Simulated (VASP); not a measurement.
A run of VASP 6.6.1 is set up as follows.

Contents of INCAR:

```
  PREC = Accurate
  ENCUT = 520
  EDIFF = 1E-6
  ISMEAR = -1
  SIGMA = 0.05
  LREAL = False
  LASPH = True
  NELM = 60
  ALGO = Normal
  ISIF = 2
  LWAVE = False
  LCHARG = False
  GGA = CA
  NBANDS = 18
```

The input KPOINTS:

```
Automatic mesh
0
Gamma
  10 10 10
```

POSCAR

```
BiTe
1.0
    0.0000000000      3.0201110436      3.0201110436
    3.0201110436      0.0000000000      3.0201110436
    3.0201110436      3.0201110436      0.0000000000
Bi Te
1 1
Direct
    0.0000000000      0.0000000000      0.0000000000
    0.5000000000      0.5000000000      0.5000000000
```

Potentials or basis: VASP PAW LDA potentials, release 64 (Bi_d, Te).

Command:

```sh
$ cat potpaw_LDA.64/Bi_d/POTCAR potpaw_LDA.64/Te/POTCAR > POTCAR
$ mpirun -np 1 vasp_std > vasp.out
```

Problem. Predict the pressure.

Solution. 12.2 GPa.

Problem. What does it give for the band gap on the k mesh?

Solution. Zero (an odd number of electrons rules out a gap without spin polarisation).

Caveat: the cell stands under pressure; spin-orbit coupling is left out, which moves the levels of the heavy elements.
